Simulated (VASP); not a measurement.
W:

```
W
1.0
     2.75298    0.00000    0.00000
    -1.37649    2.38415    0.00000
     0.00000    0.00000   10.18489
W
4
Direct
  0.33333 0.66667 0.38060
  0.66667 0.33333 0.88060
  0.66667 0.33333 0.61940
  0.33333 0.66667 0.11940
```

```yaml
Program: VASP 6.6.1
Task: relaxation of cell and atoms
Functional: r2SCAN
Potentials_or_basis: VASP PAW PBE potentials, release 64 (W_sv)
Cutoff: 600 eV
k_mesh: 9 × 9 × 2
Occupations: gaussian, width 0.1 eV
Spin: no spin polarisation
```

At the start: pressure 2.1 GPa; volume 16.71 Å³/atom.

How do energy, volume and symmetry change on relaxing?

Over 5 steps the energy falls by 3.0 meV/atom and the volume is 16.87 Å³/atom (+0.9 %); space group P6_3/mmc (No. 194, to 0.05 Å).

Step by step:
```csv
step,energy change (eV),largest force (eV/Å),pressure (GPa),volume (Å³)
1,0.0000,0.0135,2.12,66.85
2,0.0209,0.0415,-5.46,69.00
3,-0.0109,0.0049,-0.85,67.65
4,-0.0076,0.0069,1.49,67.16
5,-0.0122,0.0052,-0.04,67.48
```

Final structure:
```cif
data_structure
_symmetry_space_group_name_H-M 'P 1'
_symmetry_Int_Tables_number 1
_cell_length_a 2.7500
_cell_length_b 2.7500
_cell_length_c 10.3026
_cell_angle_alpha 90.000
_cell_angle_beta 90.000
_cell_angle_gamma 120.000
_cell_volume 67.48
loop_
_atom_site_label
_atom_site_type_symbol
_atom_site_fract_x
_atom_site_fract_y
_atom_site_fract_z
_atom_site_occupancy
W1 W 0.33333 0.66667 0.38058 1
W2 W 0.66667 0.33333 0.88058 1
W3 W 0.66667 0.33333 0.61942 1
W4 W 0.33333 0.66667 0.11942 1
```

Caveat: the PAW data sets were made with another functional, which shifts forces and pressure a little.
